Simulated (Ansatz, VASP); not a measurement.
Two plane-wave programs on HfB2

```
CELL_PARAMETERS angstrom
3.08677 0.00000 0.00000
-1.54338 2.67322 0.00000
0.00000 0.00000 3.42101
ATOMIC_POSITIONS crystal
Hf 0.00000 0.00000 0.00000
B 0.33333 0.66667 0.50000
B 0.66667 0.33333 0.50000
```

Alike in both runs: task single point; functional PBEsol; k mesh 11 × 11 × 8; no spin polarisation.

|  | VASP | Ansatz |
| --- | --- | --- |
| version | VASP 6.6.1 | Ansatz 0.2.0 |
| potentials or method | VASP PAW PBE potentials, release 64 (Hf_pv, B), cutoff 520 eV | plane waves, PAW |
| occupations | methfessel-paxton of order 1, width 0.1 eV | cold |
| valence electrons in the cell | 16 | 32 |

|  | VASP | Ansatz | Ansatz less VASP |
| --- | --- | --- | --- |
| pressure (GPa) | 9.6 | 9.5 | -0.09 |
| traceless stress, the component that is largest in VASP (GPa) | -1.83 | -2.15 | -0.324 |

VASP's potentials were made for PBE, not for PBEsol. VASP's potentials hold 16 valence electrons a cell and Ansatz's 32, so a difference there can come from the potentials and not from the codes.

Spin-orbit coupling is off throughout.
